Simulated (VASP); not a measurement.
# Ca (I4/mmm) in VASP: a series of runs

The runs below take Ca through single point, with LDA.

Program: VASP 6.6.1. These are calculated values, not measurements. Logs are shortened: lines on timing, memory, paths and dates and some standing lists are left out, and cuts for length are marked.

### Step 1. The cell of the first run

It takes space group I4/mmm (No. 139, tetragonal). Conventional cell: a = 4.480 Å, b = 4.480 Å, c = 4.570 Å, α = 90.00°, β = 90.00°, γ = 90.00°. Within 5.1 Å of Ca (site symmetry 4/mmm) lie 14 Ca at 3.91 to 4.57 Å.

### Step 2. Single point, LDA (strain +0.0200 x Voigt [0, 0, 1, 0, 0, 0])

INCAR

```
SYSTEM = Ca
ALGO     = Normal         ! electronic algorithm
EDIFF    = 1E-7           ! SCF threshold, eV
ENCUT    = 520            ! plane-wave cutoff, eV
ISIF     = 2              ! what is computed and relaxed
ISMEAR   = 0              ! smearing method
LASPH    = .True.         ! aspherical terms in the spheres
LCHARG   = .False.        ! write CHGCAR
LREAL    = .False.        ! projectors in reciprocal space
LWAVE    = .False.        ! write WAVECAR
NBANDS   = 11             ! bands
NELM     = 100            ! most SCF steps
PREC     = Accurate       ! precision mode
SIGMA    = 0.15           ! smearing width, eV
```

KPOINTS

```
k-points
0
Gamma
  16 16 16
  0 0 0
```

POSCAR

```
Ca
1.0
   -2.2400000000      2.2400000000      2.2848000000
    2.2400000000     -2.2400000000      2.2848000000
    2.2400000000      2.2400000000     -2.2848000000
Ca
1
Direct
    0.0000000000      0.0000000000      0.0000000000
```

Potentials or basis: VASP PAW LDA potentials, release 64 (Ca_sv).

Launch:

```bash
$ cat potpaw_LDA.64/Ca_sv/POTCAR > POTCAR
$ mpirun -np 1 vasp_std > vasp.out
```

OUTCAR:

```text
SYSTEM = Ca
   EDIFF = 1E-7
   ENCUT = 520
   ISIF = 2
   ISMEAR = 0
   LASPH = .True.
   LREAL = .False.
   NELM = 100
   PREC = Accurate

 ion  position               nearest neighbor table
   1  0.000  0.000  0.000-

  LATTYP: Found a body centered tetragonal cell.
 ALAT       =     4.4800000000
 C/A-ratio  =     1.0200000000

  Lattice vectors:

 A1 = (  -2.2400000000,   2.2400000000,   2.2848000000)
 A2 = (   2.2400000000,  -2.2400000000,   2.2848000000)
 A3 = (   2.2400000000,   2.2400000000,  -2.2848000000)

Analysis of symmetry for initial positions (statically):
=====================================================================
 Subroutine PRICEL returns:
 Original cell was already a primitive cell.

 Routine SETGRP: Setting up the symmetry group for a
 body centered tetragonal supercell.

 Subroutine GETGRP returns: Found 16 space group operations
 (whereof 16 operations were pure point group operations)
 out of a pool of 16 trial point group operations.

The static configuration has the point symmetry D_4h.

Analysis of symmetry for dynamics (positions and initial velocities):
=====================================================================
 Subroutine PRICEL returns:
 Original cell was already a primitive cell.

 Routine SETGRP: Setting up the symmetry group for a
 body centered tetragonal supercell.

 Subroutine GETGRP returns: Found 16 space group operations
 (whereof 16 operations were pure point group operations)
 out of a pool of 16 trial point group operations.

The dynamic configuration has the point symmetry D_4h.

 Subroutine INISYM returns: Found 16 space group operations
 (whereof 16 operations are pure point group operations),
 and found     1 'primitive' translations

----------------------------------------------------------------------------------------

                                     Primitive cell

  volume of cell :      45.8568

  direct lattice vectors                    reciprocal lattice vectors
    -2.240000000  2.240000000  2.284800000     0.000000000  0.223214286  0.218837535
     2.240000000 -2.240000000  2.284800000     0.223214286  0.000000000  0.218837535
     2.240000000  2.240000000 -2.284800000     0.223214286  0.223214286  0.000000000

  length of vectors
     3.905830391  3.905830391  3.905830391     0.312593161  0.312593161  0.315672670

  position of ions in fractional coordinates (direct lattice)
     0.000000000  0.000000000  0.000000000

  ion indices of the primitive-cell ions
   primitive index   ion index
                 1           1

----------------------------------------------------------------------------------------

 KPOINTS: k-points

Automatic generation of k-mesh.
 Grid dimensions read from file:
 generate k-points for:   16   16   16

 Generating k-lattice:

  Cartesian coordinates                     Fractional coordinates (reciprocal lattice)
     0.000000000  0.013950893  0.013677346     0.062500000  0.000000000  0.000000000
     0.013950893  0.000000000  0.013677346     0.000000000  0.062500000  0.000000000
     0.013950893  0.013950893  0.000000000     0.000000000  0.000000000  0.062500000

  Length of vectors
     0.019537073  0.019537073  0.019729542

  Shift w.r.t. Gamma in fractional coordinates (k-lattice)
     0.000000000  0.000000000  0.000000000

 Subroutine IBZKPT returns following result:
 ===========================================

 Found    349 irreducible k-points:

 Following reciprocal coordinates:
            Coordinates               Weight
  0.000000  0.000000  0.000000      1.000000
  0.062500  0.000000  0.000000      8.000000
  0.125000  0.000000  0.000000      8.000000
  0.187500  0.000000  0.000000      8.000000
  0.250000  0.000000  0.000000      8.000000
  0.312500  0.000000 -0.000000      8.000000
[... 16 lines left out ...]
 -0.125000  0.062500  0.000000     16.000000
 -0.062500  0.062500  0.000000      4.000000
 [... further k-points ...]
   k-points           NKPTS =    349   k-points in BZ     NKDIM =    349   number of bands    NBANDS=     11
   number of dos      NEDOS =    301   number of ions     NIONS =      1
   total plane-waves  NPLWV =  27000
   dimension x,y,z NGX =    30 NGY =   30 NGZ =   30
   dimension x,y,z NGXF=    60 NGYF=   60 NGZF=   60
   ions per type =               1
   NGX,Y,Z   is equivalent  to a cutoff of  12.77, 12.77, 12.77 a.u.
   NGXF,Y,Z  is equivalent  to a cutoff of  25.54, 25.54, 25.54 a.u.
 SYSTEM =  Ca
   PREC   = accura    normal or accurate (medium, high low for compatibility)
   ISTART =      0    job   : 0-new  1-cont  2-samecut
   ICHARG =      2    charge: 1-file 2-atom 10-const
   ISPIN  =      1    spin polarized calculation?
   LNONCOLLINEAR =      F non collinear calculations
   LSORBIT =      F    spin-orbit coupling
   LASPH  =      T    aspherical Exc in radial PAW
   ENCUT  =  520.0 eV  38.22 Ry    6.18 a.u.   7.26  7.26  7.26*2*pi/ulx,y,z
   NELM   =    100;   NELMIN=  2; NELMDL= -5     # of ELM steps
   EDIFF  = 0.1E-06   stopping-criterion for ELM
   LREAL  =      F    real-space projection
   EDIFFG = 0.1E-05   stopping-criterion for IOM
   NSW    =      0    number of steps for IOM
   IBRION =     -1    ionic relax: 0-MD 1-quasi-New 2-CG
   NFREE  =      0    steps in history (QN), initial steepest desc. (CG)
   ISIF   =      2    stress and relaxation
   ISYM   =      2    0-nonsym 1-usesym 2-fastsym
   POTIM  = 0.5000    time-step for ionic-motion
   TEBEG  =    0.0;   TEEND  =   0.0 temperature during run
   PSTRESS=    0.0 pullay stress
   NELECT =      10.0000    total number of electrons
   NUPDOWN=      -1.0000    fix difference up-down
   EMIN   =  10.00;   EMAX   =-10.00  energy-range for DOS
   EFERMI =   0.00;   METHOD = LEGACY
   ISMEAR =     0;   SIGMA  =   0.15  broadening in eV -4-tet -1-fermi 0-gaus
   EFERMI_NEDOS =   21; number of points for ismear=-14 and -15
   IALGO  =     38    algorithm
   IMIX   =      4    mixing-type and parameters
     AMIX     =   0.40;   BMIX     =  1.00
     AMIX_MAG =   1.60;   BMIX_MAG =  1.00
  volume/ion in A,a.u.               =      45.86       309.46
  Fermi-wavevector in a.u.,A,eV,Ry     =   0.985387  1.862111 13.211083  0.970987
  Thomas-Fermi vector in A             =   2.116690
   LORBIT       =      0    0 simple, 1 ext, 2 COOP (PROOUT), +10 PAW based schemes
   GGA     = CA    functional components
   LHFCALC =     F    Hartree Fock is set to
   AEXX    =    0.0000 exact exchange contribution
   IVDW    =     0    specifies the selected vdW correction
   LEPSILON=     F    determine dielectric tensor
   LRPA    =     F    only Hartree local field effects (RPA)
 non-spin polarized calculation
 Gauss-broadening in eV      SIGMA  =   0.15
  energy-cutoff  :      520.00
  volume of cell :       45.86
 maximum number of plane-waves:      1268
 NGX is ok and might be reduce to    30
   NGX = 15   NGY = 15   NGZ = 15

 number of electron      10.0000000 magnetization

 Free energy of the ion-electron system (eV)
  ---------------------------------------------------
  ext. energy  EPLUGINS =         0.00000000
  ---------------------------------------------------
  free energy    TOTEN  =        -2.12463669 eV

  energy without entropy =       -2.10592107  energy(sigma->0) =       -2.11527888

 E-fermi :   1.5247     XC(G=0):  -7.6998

 val. band max:        1.5246259486   @ k =  -0.3125   0.5000   0.3125
 cond. band min:       1.5278217812   @ k =   0.3750   0.1250   0.1250
 fundamental gap:      0.0031958326
 Fermi energy:         1.5247042264

 k-point     1 :       0.0000    0.0000    0.0000
  band No.  band energies     occupation
      1     -40.2903      2.00000
      2     -21.5071      2.00000
      3     -21.5071      2.00000
      4     -21.5050      2.00000
      5      -2.3965      2.00000
      6       3.5322      0.00000
      7       3.5322      0.00000
      8       3.6119      0.00000
      9       4.4851      0.00000
     10       4.5834      0.00000
     11      11.2750      0.00000

 k-point     2 :       0.0625    0.0000    0.0000
  band No.  band energies     occupation
      1     -40.2899      2.00000
      2     -21.5105      2.00000
      3     -21.5085      2.00000
      4     -21.5058      2.00000
      5      -2.3305      2.00000
      6       3.5116      0.00000
      7       3.5200      0.00000
      8       3.6348      0.00000
      9       4.4481      0.00000
     10       4.5740      0.00000
     11      11.2165      0.00000

 k-point     3 :       0.1250    0.0000    0.0000
  band No.  band energies     occupation
      1     -40.2888      2.00000
      2     -21.5221      2.00000
      3     -21.5125      2.00000
      4     -21.5059      2.00000
      5      -2.1348      2.00000
      6       3.4237      0.00000
      7       3.4276      0.00000
      8       3.7664      0.00000
      9       4.3630      0.00000
     10       4.5681      0.00000
     11      10.7151      0.00000

 k-point     4 :       0.1875    0.0000    0.0000
  band No.  band energies     occupation
      1     -40.2870      2.00000
      2     -21.5398      2.00000
      3     -21.5184      2.00000
      4     -21.5057      2.00000
      5      -1.8165      2.00000
      6       3.2216      0.00000
      7       3.2834      0.00000
      8       3.9946      0.00000
      9       4.3150      0.00000
     10       4.5767      0.00000
     11       9.7375      0.00000

 k-point     5 :       0.2500    0.0000    0.0000
  band No.  band energies     occupation
      1     -40.2850      2.00000
      2     -21.5604      2.00000
      3     -21.5253      2.00000
      4     -21.5056      2.00000
      5      -1.3882      2.00000
      6       2.9134      0.00000
      7       3.1225      0.00000
      8       4.2992      0.00000
      9       4.3335      0.00000
     10       4.6025      0.00000
     11       8.6573      0.00000
[... 211 lines left out ...]
 k-point    21 :      -0.2500    0.0625    0.0000
  band No.  band energies     occupation
      1     -40.2858      2.00000
      2     -21.5520      2.00000
      3     -21.5213      2.00000
      4     -21.5074      2.00000
      5      -1.5637      2.00000
      6       3.0536      0.00000
      7       3.1831      0.00000
      8       4.1676      0.00000
      9       4.2902      0.00000
     10       4.6146      0.00000
     11       9.1926      0.00000

 k-point    22 :      -0.1875    0.0625    0.0000
  band No.  band energies     occupation
      1     -40.2877      2.00000
      2     -21.5334      2.00000
      3     -21.5144      2.00000
      4     -21.5074      2.00000
      5      -1.9386      2.00000
      6       3.2999      0.00000
      7       3.3495      0.00000
      8       3.8964      0.00000
      9       4.3213      0.00000
     10       4.5746      0.00000
     11      10.2694      0.00000

 k-point    23 :      -0.1250    0.0625    0.0000
  band No.  band energies     occupation
      1     -40.2891      2.00000
      2     -21.5190      2.00000
      3     -21.5092      2.00000
      4     -21.5073      2.00000
      5      -2.1970      2.00000
      6       3.4313      0.00000
      7       3.4961      0.00000
      8       3.7015      0.00000
      9       4.4174      0.00000
     10       4.5420      0.00000
     11      11.0477      0.00000

 k-point    24 :      -0.0625    0.0625    0.0000
  band No.  band energies     occupation
      1     -40.2899      2.00000
      2     -21.5113      2.00000
      3     -21.5071      2.00000
      4     -21.5064      2.00000
      5      -2.3291      2.00000
      6       3.4914      0.00000
      7       3.5810      0.00000
      8       3.5890      0.00000
      9       4.4886      0.00000
     10       4.5370      0.00000
     11      11.3519      0.00000

 [... further k-points ...]
[... 5 lines left out ...]
  --------------------------------------------------------------------------------------
  -------------------------------------------------------------------------------------
  Total       -0.7703860     -0.7703860     -0.7584474      0.0000000     -0.0000000      0.0000000
  in kB      -26.9162636    -26.9162636    -26.4991438      0.0000000     -0.0000000      0.0000000
  external PRESSURE =     -26.7772237 kB  Pullay stress =       0.0000000 kB

 VOLUME and BASIS-vectors are now :
 -----------------------------------------------------------------------------
  energy-cutoff  :      520.00
  volume of cell :       45.86
      direct lattice vectors                 reciprocal lattice vectors
    -2.240000000  2.240000000  2.284800000     0.000000000  0.223214286  0.218837535
     2.240000000 -2.240000000  2.284800000     0.223214286  0.000000000  0.218837535
     2.240000000  2.240000000 -2.284800000     0.223214286  0.223214286  0.000000000

 POSITION                                       TOTAL-FORCE (eV/Angst)
 -----------------------------------------------------------------------------------
      0.00000      0.00000      0.00000        -0.000000     -0.000000      0.000000
 -----------------------------------------------------------------------------------
    total drift:                               -0.000000     -0.000000      0.000000

  FREE ENERGIE OF THE ION-ELECTRON SYSTEM (eV)
  ---------------------------------------------------
  free  energy   TOTEN  =        -2.1246366877 eV

  energy  without entropy=       -2.1059210683  energy(sigma->0) =       -2.11527888
```

Run time: 62 s. Hardware: 1 thread of Intel Xeon 6975P-C (Granite Rapids), shared host; peak memory 0.28 GiB.

What came out:

| Item | Value |
| --- | --- |
| Free energy | -2.1246 eV |
| Pressure | -2.7 GPa |
| Band gap on the k mesh | zero (band 5 reaches 1.82 eV, above the bottom of band 6 at 1.47 eV) |

Caveat: the cell differs from its parent crystal (strain +0.0200 x Voigt [0, 0, 1, 0, 0, 0]).

### Step 3. Single point, LDA (strain -0.0200 x Voigt [0, 0, 1, 0, 0, 0])

INCAR

```
  ALGO = Normal
  EDIFF = 1E-6
  ENCUT = 520
  ISIF = 2
  ISMEAR = 0
  LASPH = True
  LCHARG = True
  LELF = True
  LREAL = False
  LVHAR = True
  LWAVE = False
  NBANDS = 11
  NELM = 100
  PREC = Accurate
  SIGMA = 0.15
```

KPOINTS

```
k-points
0
Gamma
  16 16 16
```

POSCAR

```
Ca
1.0
   -2.2400000000      2.2400000000      2.1952000000
    2.2400000000     -2.2400000000      2.1952000000
    2.2400000000      2.2400000000     -2.1952000000
Ca
1
Direct
    0.0000000000      0.0000000000      0.0000000000
```

Potentials or basis: VASP PAW LDA potentials, release 64 (Ca_sv).

Launch:

```bash
$ cat potpaw_LDA.64/Ca_sv/POTCAR > POTCAR
$ mpirun -np 1 vasp_std > vasp.out
```

It took 64 s on 1 thread of Intel Xeon 6975P-C (Granite Rapids), shared host; peak memory 0.28 GiB.

The run converged. Its results:

- Free energy: -2.1522 eV
- Pressure: -2.3 GPa
- Band gap on the k mesh: zero (band 5 reaches 1.98 eV, above the bottom of band 6 at 1.62 eV)

Levels at points of the mesh, in eV from the Fermi level:
| k point | band 3 | band 4 | band 5 | band 6 | band 7 | band 8 |
| --- | --- | --- | --- | --- | --- | --- |
| (0.00, 0.00, 0.00) | -22.93 | -22.93 | -3.99 | 2.03 | 2.12 | 2.12 |
| (0.50, 0.00, 0.00) | -22.97 | -22.93 | -0.92 | 0.01 | 1.17 | 3.02 |
| (0.50, 0.50, 0.00) | -22.97 | -22.93 | -0.97 | -0.05 | 1.28 | 2.93 |
| (0.50, 0.50, 0.50) | -23.02 | -23.02 | 0.03 | 0.06 | 3.63 | 3.63 |

Caveat: the cell differs from its parent crystal (strain -0.0200 x Voigt [0, 0, 1, 0, 0, 0]).
